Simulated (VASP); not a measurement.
# Cu (Pmmn) in VASP: single point with PBE

Aim: the single point of Cu with PBE.

Everything below comes from runs of VASP 6.6.1. Logs are shortened: lines on timing, memory, paths and dates and some standing lists are left out, and cuts for length are marked.

### 1 The cell of the first run

It takes space group Pmmn (No. 59, orthorhombic). Conventional cell: a = 2.556 Å, b = 3.615 Å, c = 2.556 Å, α = 90.00°, β = 90.00°, γ = 90.00°. Within 3.1 Å of Cu (site symmetry mm2) lie 12 Cu at 2.34 to 2.86 Å.

### 2 Single point, PBE (mode 4 (172.9 1/cm) frozen in, largest displacement +0.263 Å)

File INCAR:

```
SYSTEM = Cu
PREC     = Accurate       ! precision mode
ENCUT    = 520            ! plane-wave cutoff, eV
EDIFF    = 1E-6           ! SCF threshold, eV
ISMEAR   = 0              ! smearing method
SIGMA    = 0.15           ! smearing width, eV
LREAL    = .False.        ! projectors in reciprocal space
LASPH    = .True.         ! aspherical terms in the spheres
NELM     = 60             ! most SCF steps
ALGO     = Fast           ! electronic algorithm
ISIF     = 2              ! what is computed and relaxed
LWAVE    = .False.        ! write WAVECAR
LCHARG   = .False.        ! write CHGCAR
GGA      = PE             ! functional
NBANDS   = 18             ! bands
```

File KPOINTS:

```
regular mesh
0
Gamma
  18 18 14
  0 0 0
```

File POSCAR:

```
Cu
1.0
    0.0000000000     -1.8075000000     -1.8075000000
    0.0000000000      1.8075000000     -1.8075000000
    3.6150000000      0.0000000000      0.0000000000
Cu
2
Direct
    0.6026918562      0.5000000000      0.5000000000
   -0.1026918562      0.0000000000      0.0000000000
```

Potentials or basis: VASP PAW PBE potentials, release 64 (Cu).

Started as:

```sh
> cat potpaw_PBE.64/Cu/POTCAR > POTCAR
> mpirun -np 1 vasp_std > vasp.out
```

OUTCAR:

```text
SYSTEM = Cu
   PREC = Accurate
   ENCUT = 520
   EDIFF = 1E-6
   ISMEAR = 0
   LREAL = .False.
   LASPH = .True.
   NELM = 60
   ISIF = 2
   GGA = PE

 ion  position               nearest neighbor table
   1  0.603  0.500  0.500-   2 2.34   2 2.34   2 2.34   2 2.34
   2  0.897  0.000  0.000-   1 2.34   1 2.34   1 2.34   1 2.34

  LATTYP: Found a simple tetragonal cell.
 ALAT       =     2.5561910140
 C/A-ratio  =     1.4142135624

  Lattice vectors:

 A1 = (   0.0000000000,  -1.8075000000,  -1.8075000000)
 A2 = (   0.0000000000,   1.8075000000,  -1.8075000000)
 A3 = (   3.6150000000,   0.0000000000,   0.0000000000)

Analysis of symmetry for initial positions (statically):
=====================================================================
 Subroutine PRICEL returns:
 Original cell was already a primitive cell.

 Routine SETGRP: Setting up the symmetry group for a
 simple tetragonal supercell.

 Subroutine GETGRP returns: Found  8 space group operations
 (whereof  4 operations were pure point group operations)
 out of a pool of 16 trial point group operations.

The static configuration has the point symmetry C_2v.
 The point group associated with its full space group is D_2h.

Analysis of symmetry for dynamics (positions and initial velocities):
=====================================================================
 Subroutine PRICEL returns:
 Original cell was already a primitive cell.

 Routine SETGRP: Setting up the symmetry group for a
 simple tetragonal supercell.

 Subroutine GETGRP returns: Found  8 space group operations
 (whereof  4 operations were pure point group operations)
 out of a pool of 16 trial point group operations.

The dynamic configuration has the point symmetry C_2v.
 The point group associated with its full space group is D_2h.

 Subroutine INISYM returns: Found  8 space group operations
 (whereof  4 operations are pure point group operations),
 and found     1 'primitive' translations

----------------------------------------------------------------------------------------

                                     Primitive cell

  volume of cell :      23.6208

  direct lattice vectors                    reciprocal lattice vectors
     0.000000000 -1.807500000 -1.807500000     0.000000000 -0.276625173 -0.276625173
     0.000000000  1.807500000 -1.807500000     0.000000000  0.276625173 -0.276625173
     3.615000000  0.000000000  0.000000000     0.276625173  0.000000000  0.000000000

  length of vectors
     2.556191014  2.556191014  3.615000000     0.391207071  0.391207071  0.276625173

  position of ions in fractional coordinates (direct lattice)
     0.602691856  0.500000000  0.500000000
     0.897308144  0.000000000  0.000000000

  ion indices of the primitive-cell ions
   primitive index   ion index
                 1           1
                 2           2

----------------------------------------------------------------------------------------

 KPOINTS: regular mesh

Automatic generation of k-mesh.
 Grid dimensions read from file:
 generate k-points for:   18   18   14

 Generating k-lattice:

  Cartesian coordinates                     Fractional coordinates (reciprocal lattice)
     0.000000000 -0.015368065 -0.015368065     0.055555556  0.000000000  0.000000000
     0.000000000  0.015368065 -0.015368065     0.000000000  0.055555556  0.000000000
     0.019758941  0.000000000  0.000000000     0.000000000  0.000000000  0.071428571

  Length of vectors
     0.021733726  0.021733726  0.019758941

  Shift w.r.t. Gamma in fractional coordinates (k-lattice)
     0.000000000  0.000000000  0.000000000

 Subroutine IBZKPT returns following result:
 ===========================================

 Found    800 irreducible k-points:

 Following reciprocal coordinates:
            Coordinates               Weight
  0.000000  0.000000  0.000000      1.000000
  0.055556  0.000000  0.000000      2.000000
  0.000000  0.055556  0.000000      2.000000
  0.111111  0.000000  0.000000      2.000000
  0.000000  0.111111  0.000000      2.000000
  0.166667  0.000000  0.000000      2.000000
[... 16 lines left out ...]
  0.166667  0.055556  0.000000      4.000000
 -0.055556  0.166667  0.000000      4.000000
 [... further k-points ...]
   k-points           NKPTS =    800   k-points in BZ     NKDIM =    800   number of bands    NBANDS=     18
   number of dos      NEDOS =    301   number of ions     NIONS =      2
   total plane-waves  NPLWV =  11200
   dimension x,y,z NGX =    20 NGY =   20 NGZ =   28
   dimension x,y,z NGXF=    40 NGYF=   40 NGZF=   56
   ions per type =               2
   NGX,Y,Z   is equivalent  to a cutoff of  13.01, 13.01, 12.88 a.u.
   NGXF,Y,Z  is equivalent  to a cutoff of  26.01, 26.01, 25.75 a.u.
 SYSTEM =  Cu
   PREC   = accura    normal or accurate (medium, high low for compatibility)
   ISTART =      0    job   : 0-new  1-cont  2-samecut
   ICHARG =      2    charge: 1-file 2-atom 10-const
   ISPIN  =      1    spin polarized calculation?
   LNONCOLLINEAR =      F non collinear calculations
   LSORBIT =      F    spin-orbit coupling
   LASPH  =      T    aspherical Exc in radial PAW
   ENCUT  =  520.0 eV  38.22 Ry    6.18 a.u.   4.75  4.75  6.72*2*pi/ulx,y,z
   NELM   =     60;   NELMIN=  2; NELMDL= -5     # of ELM steps
   EDIFF  = 0.1E-05   stopping-criterion for ELM
   LREAL  =      F    real-space projection
   EDIFFG = 0.1E-04   stopping-criterion for IOM
   NSW    =      0    number of steps for IOM
   IBRION =     -1    ionic relax: 0-MD 1-quasi-New 2-CG
   NFREE  =      0    steps in history (QN), initial steepest desc. (CG)
   ISIF   =      2    stress and relaxation
   ISYM   =      2    0-nonsym 1-usesym 2-fastsym
   POTIM  = 0.5000    time-step for ionic-motion
   TEBEG  =    0.0;   TEEND  =   0.0 temperature during run
   PSTRESS=    0.0 pullay stress
   NELECT =      22.0000    total number of electrons
   NUPDOWN=      -1.0000    fix difference up-down
   EMIN   =  10.00;   EMAX   =-10.00  energy-range for DOS
   EFERMI =   0.00;   METHOD = LEGACY
   ISMEAR =     0;   SIGMA  =   0.15  broadening in eV -4-tet -1-fermi 0-gaus
   EFERMI_NEDOS =   21; number of points for ismear=-14 and -15
   IALGO  =     68    algorithm
   IMIX   =      4    mixing-type and parameters
     AMIX     =   0.40;   BMIX     =  1.00
     AMIX_MAG =   1.60;   BMIX_MAG =  1.00
  volume/ion in A,a.u.               =      11.81        79.70
  Fermi-wavevector in a.u.,A,eV,Ry     =   1.598763  3.021224 34.777078  2.556043
  Thomas-Fermi vector in A             =   2.696162
   LORBIT       =      0    0 simple, 1 ext, 2 COOP (PROOUT), +10 PAW based schemes
   GGA     = PE    functional components
   LHFCALC =     F    Hartree Fock is set to
   AEXX    =    0.0000 exact exchange contribution
   IVDW    =     0    specifies the selected vdW correction
   LEPSILON=     F    determine dielectric tensor
   LRPA    =     F    only Hartree local field effects (RPA)
 non-spin polarized calculation
 RMM-DIIS sequential band-by-band and
 Gauss-broadening in eV      SIGMA  =   0.15
  energy-cutoff  :      520.00
  volume of cell :       23.62
 maximum number of plane-waves:       664
   NGX =  9   NGY =  9   NGZ = 13

 number of electron      21.9999948 magnetization

 Free energy of the ion-electron system (eV)
  ---------------------------------------------------
  ext. energy  EPLUGINS =         0.00000000
  ---------------------------------------------------
  free energy    TOTEN  =        -7.02581268 eV

  energy without entropy =       -7.01975844  energy(sigma->0) =       -7.02278556

 E-fermi :   7.6143     XC(G=0): -12.6881

 val. band max:        7.6133360186   @ k =   0.5000   0.0000   0.4286
 cond. band min:       7.6153170144   @ k =  -0.1667   0.5000   0.1429
 fundamental gap:      0.0019809958
 Fermi energy:         7.6143411079

 k-point     1 :       0.0000    0.0000    0.0000
  band No.  band energies     occupation
      1      -1.7492      2.00000
      2       2.5522      2.00000
      3       3.4605      2.00000
      4       4.0964      2.00000
      5       4.1375      2.00000
      6       4.9750      2.00000
[... 10 lines left out ...]
     17      26.5193      0.00000
     18      30.8525      0.00000

 k-point     2 :       0.0556    0.0000    0.0000
  band No.  band energies     occupation
      1      -1.6756      2.00000
      2       2.5754      2.00000
      3       3.4782      2.00000
      4       4.1353      2.00000
      5       4.1456      2.00000
      6       4.9497      2.00000
[... 10 lines left out ...]
     17      26.6246      0.00000
     18      30.5653      0.00000

 k-point     3 :       0.0000    0.0556    0.0000
  band No.  band energies     occupation
      1      -1.6736      2.00000
      2       2.5901      2.00000
      3       3.4704      2.00000
      4       4.1031      2.00000
      5       4.1159      2.00000
      6       4.9628      2.00000
[... 10 lines left out ...]
     17      27.4117      0.00000
     18      30.2112      0.00000

 k-point     4 :       0.1111    0.0000    0.0000
  band No.  band energies     occupation
      1      -1.4568      2.00000
      2       2.6417      2.00000
      3       3.5281      2.00000
      4       4.1689      2.00000
      5       4.2507      2.00000
      6       4.8592      2.00000
[... 375 lines left out ...]
      4       4.0568      2.00000
      5       4.1575      2.00000
      6       4.9006      2.00000
[... 10 lines left out ...]
     17      28.7903      0.00000
     18      29.3654      0.00000

 k-point    23 :       0.1667    0.0556    0.0000
  band No.  band energies     occupation
      1      -1.0248      2.00000
      2       2.7764      2.00000
      3       3.6126      2.00000
      4       4.1543      2.00000
      5       4.4448      2.00000
      6       4.7090      2.00000
[... 10 lines left out ...]
     17      27.3142      0.00000
     18      27.9182      0.00000

 k-point    24 :      -0.0556    0.1667    0.0000
  band No.  band energies     occupation
      1      -1.0071      2.00000
      2       2.8827      2.00000
      3       3.5635      2.00000
      4       3.9648      2.00000
      5       4.1692      2.00000
      6       4.7797      2.00000
[... 10 lines left out ...]
     17      17.4092      0.00000
     18      28.0232      0.00000

 [... further k-points ...]
[... 5 lines left out ...]
  --------------------------------------------------------------------------------------
  -------------------------------------------------------------------------------------
  Total        3.4006455      0.8702216      0.8702216      0.0000000     -0.9682016      0.0000000
  in kB      230.6625185     59.0262940     59.0262940      0.0000000    -65.6721843      0.0000000
  external PRESSURE =     116.2383688 kB  Pullay stress =       0.0000000 kB

 VOLUME and BASIS-vectors are now :
 -----------------------------------------------------------------------------
  energy-cutoff  :      520.00
  volume of cell :       23.62
      direct lattice vectors                 reciprocal lattice vectors
     0.000000000 -1.807500000 -1.807500000     0.000000000 -0.276625173 -0.276625173
     0.000000000  1.807500000 -1.807500000     0.000000000  0.276625173 -0.276625173
     3.615000000  0.000000000  0.000000000     0.276625173  0.000000000  0.000000000

 POSITION                                       TOTAL-FORCE (eV/Angst)
 -----------------------------------------------------------------------------------
      1.80750     -0.18562     -1.99312         0.000000      1.027389      1.027389
      0.00000     -1.62188     -1.62188         0.000000     -1.027389     -1.027389
 -----------------------------------------------------------------------------------
    total drift:                                0.000000      0.000000      0.000000

  FREE ENERGIE OF THE ION-ELECTRON SYSTEM (eV)
  ---------------------------------------------------
  free  energy   TOTEN  =        -7.0258126838 eV

  energy  without entropy=       -7.0197584358  energy(sigma->0) =       -7.02278556
```

Run time: 3.2 min. Hardware: 1 thread of Intel Xeon Platinum 8375C at 2.90GHz (Ice Lake), shared host; peak memory 0.37 GiB.

Results:

```
Free energy            : -7.0258 eV
Pressure               : 11.6 GPa
Largest force          : 1.453 eV/Å
Band gap on the k mesh : zero (band 11 reaches 12.61 eV, above the bottom of band 12 at 5.80 eV)
```

Forces in eV/Å, atoms in the order of the input:
```
Cu   0.000  1.027  1.027
Cu   0.000 -1.027 -1.027
```

Levels at points of the mesh, in eV from the Fermi level:
```tsv
k point	band 9	band 10	band 11	band 12	band 13	band 14
(0.00, 0.00, 0.00)	-2.09	-1.90	-1.32	1.50	7.12	13.07
(0.50, 0.00, 0.00)	-2.42	-1.49	-0.96	0.27	7.69	9.33
(0.00, 0.50, 0.00)	-2.01	-2.01	-0.36	-0.36	9.77	9.77
(0.50, 0.50, 0.00)	-1.56	-1.56	2.10	2.10	6.39	6.39
(0.00, 0.00, 0.50)	-1.91	-1.91	-1.81	-1.81	16.07	16.07
(0.50, 0.00, 0.50)	-1.81	-1.81	-0.20	-0.20	3.27	3.27
(0.00, 0.50, 0.50)	-1.66	-1.66	-0.99	-0.99	3.81	3.81
(0.50, 0.50, 0.50)	-1.56	-1.56	4.99	4.99	5.73	5.73
```

Caveat: the cell differs from its parent crystal (mode 4 (172.9 1/cm) frozen in, largest displacement +0.263 Å); forces of over 1 eV/Å act on the atoms, so gaps and moduli don't describe the material at rest.
